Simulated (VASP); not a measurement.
Here is a VASP 6.6.1 calculation.

Contents of INCAR:

```
SYSTEM = PtSe2
PREC = Accurate
ENCUT = 520
EDIFF = 1E-7
ISMEAR = 0
SIGMA = 0.05
LREAL = .False.
LASPH = .True.
NELM = 100
ALGO = Normal
ISIF = 2
LWAVE = .False.
LCHARG = .False.
GGA = PE
NBANDS = 18
```

File KPOINTS:

```
Automatic mesh
0
Gamma
  12 12 4
  0 0 0
```

POSCAR

```
PtSe2
1.0
    3.9204868252      0.0000000000      0.0000000000
   -1.9602434126      3.2490346276      0.0000000000
    0.0000000000      0.0000000000      6.5268785481
Pt Se
1 2
Direct
    0.0000000000      0.0000000000      0.0000000000
    0.3333333333      0.6666666667      0.2001869949
    0.6666666667      0.3333333333      0.7998130051
```

Potentials or basis: VASP PAW PBE potentials, release 64 (Pt, Se).

Command:

```sh
$ cat potpaw_PBE.64/Pt/POTCAR potpaw_PBE.64/Se/POTCAR > POTCAR
$ mpirun -np 1 vasp_std > vasp.out
```

(1) What does it give for the largest force?

(2) Estimate the band gap on the k mesh.

(3) What does it give for the pressure?

Results:

(1) 0.479 eV/Å.

(2) 0.67 eV (least direct gap 0.85 eV).

(3) -3.9 GPa.

Caveat: the cell differs from its parent crystal (strain +0.0450 x Voigt [1, 0, 0, 0, 0, 0]); the cell stands under tension; spin-orbit coupling is left out, which moves the levels of the heavy elements; this functional lacks dispersion, which binds layers or chains, so the pressure and a relaxed spacing across them are unreliable.
